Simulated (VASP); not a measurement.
A run of VASP 6.6.1 is set up as follows.

File INCAR:

```
PREC = Accurate
ENCUT = 520
EDIFF = 1E-8
ISMEAR = -1
SIGMA = 0.08
LREAL = False
LASPH = True
NELM = 80
ALGO = Normal
ISIF = 2
LWAVE = False
LCHARG = False
GGA = CA
LEFG = True
NBANDS = 15
```

The input KPOINTS:

```
Automatic mesh
0
Gamma
  11 11 15
```

POSCAR

```
Li2Pd
1.0
    4.1404167863      0.0000000000      0.0000000000
   -2.0702083932      3.5857061193      0.0000000000
    0.0000000000      0.0000000000      2.6761312904
Li Pd
2 1
Direct
    0.3333333333      0.6666666667      0.5000000000
    0.6666666667      0.3333333333      0.5000000000
    0.0000000000      0.0000000000      0.0000000000
```

Potentials or basis: VASP PAW LDA potentials, release 64 (Li_sv, Pd).

Run with:

```console
$ cat potpaw_LDA.64/Li_sv/POTCAR potpaw_LDA.64/Pd/POTCAR > POTCAR
$ mpirun -np 1 vasp_std > vasp.out
```

Predict the band gap on the k mesh.

zero (bands 8 and 9 overlap by 2.34 eV).

Electric field gradients, principal values (V/Å²):
| atom | least | middle | greatest (by size) |
| --- | --- | --- | --- |
| 1 Li | -0.005 | -0.011 | 0.016 |
| 2 Li | -0.005 | -0.011 | 0.016 |
| 3 Pd | 47.407 | 47.410 | -94.817 |

Caveat: without QUAD_EFG the Cq values of the log hold for a quadrupole moment of 1 mb, not for the nuclei.
